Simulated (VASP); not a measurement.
Write the native input for VASP 6.6.1 that does the following.

| Property | Result |
| --- | --- |
| Task | relaxation of shape and atoms at fixed volume |
| Functional | PBE |
| Potentials or basis | VASP PAW PBE potentials, release 64 (Zn, Se, S) |
| Cutoff | 600 eV |
| k mesh | 12 × 12 × 4 |
| Occupations | gaussian, width 0.02 eV |
| Spin | no spin polarisation |
| Dipole correction | no |
| Further INCAR settings | ALGO = Normal; EDIFF = 1e-07; IBRION = 2; EDIFFG = -0.01; NSW = 50; ISIF = 4 |

The structure of Zn3SeS2 lies in POSCAR:

```
Zn3SeS2
1.0
    3.8365992866     -0.0000000283      0.0000000000
   -1.9182996188      3.3225924605      0.0000000000
    0.0000000000      0.0000000000      9.4071539438
Zn Se S
3 1 2
Direct
    0.0000000000      0.0000000000      0.0097819986
    0.6666666667      0.3333333333      0.3334022292
    0.3333333333      0.6666666667      0.6562818263
    0.0000000000      0.0000000000      0.7517745839
    0.6666666667      0.3333333333      0.0873827199
    0.3333333333      0.6666666667      0.4113756422
```

The input as run:

INCAR

```
PREC = Accurate
ENCUT = 600
EDIFF = 1E-7
ISMEAR = 0
SIGMA = 0.02
LREAL = False
LASPH = True
NELM = 60
ALGO = Normal
ISIF = 4
LWAVE = False
LCHARG = False
GGA = PE
IBRION = 2
NSW = 50
EDIFFG = -0.01
```

KPOINTS

```
regular mesh
0
Gamma
  12 12 4
```

Potentials or basis: VASP PAW PBE potentials, release 64 (Zn, Se, S).

Launch:

```console
$ cat potpaw_PBE.64/Zn/POTCAR potpaw_PBE.64/Se/POTCAR potpaw_PBE.64/S/POTCAR > POTCAR
$ mpirun -np 1 vasp_std > vasp.out
```

Results of the run:

```json
{
  "Energy gained by relaxing": "0.0 meV/atom",
  "Ionic steps": "5",
  "Pressure after relaxing": "4.8 GPa",
  "Largest force after relaxing": "0.008 eV/Å",
  "Band gap on the k mesh": "1.67 eV"
}
```

Wall time 15 min on 1 thread of Oxide Virtual Turin-like Processor (shared host), peak memory 0.45 GiB.
